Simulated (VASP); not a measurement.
Input of a VASP 6.6.1 run:

The input INCAR:

```
SYSTEM = Pb
ALGO = Normal
EDIFF = 1E-7
ENCUT = 520
GGA = PS
ISIF = 2
ISMEAR = 0
LASPH = .TRUE.
LCHARG = .FALSE.
LREAL = .FALSE.
LWAVE = .FALSE.
NBANDS = 13
NELM = 80
PREC = Accurate
SIGMA = 0.1
```

KPOINTS

```
k-points
0
G
  14 14 14
  0 0 0
```

The input POSCAR:

```
Pb
1.0
   -0.1001503900      2.4334198460      2.5610838080
    2.2749821760     -0.1001503900      2.5610838080
    2.1748317860      2.3332694560      0.0000000000
Pb
1
Direct
    0.0000000000      0.0000000000      0.0000000000
```

Potentials or basis: VASP PAW PBE potentials, release 64 (Pb_d).

Run with:

```bash
$ cat potpaw_PBE.64/Pb_d/POTCAR > POTCAR
$ mpirun -np 1 vasp_std > vasp.out
```

(1) What does it give for the pressure?

(2) What does it give for the band gap on the k mesh?

## Answers

(1) 3.5 GPa.

(2) zero (bands 7 and 8 overlap by 8.86 eV).

Caveat: the cell differs from its parent crystal (strained); the cell stands under pressure; the PAW data sets were made with another functional, which shifts forces and pressure a little; spin-orbit coupling is left out, which moves the levels of the heavy elements.
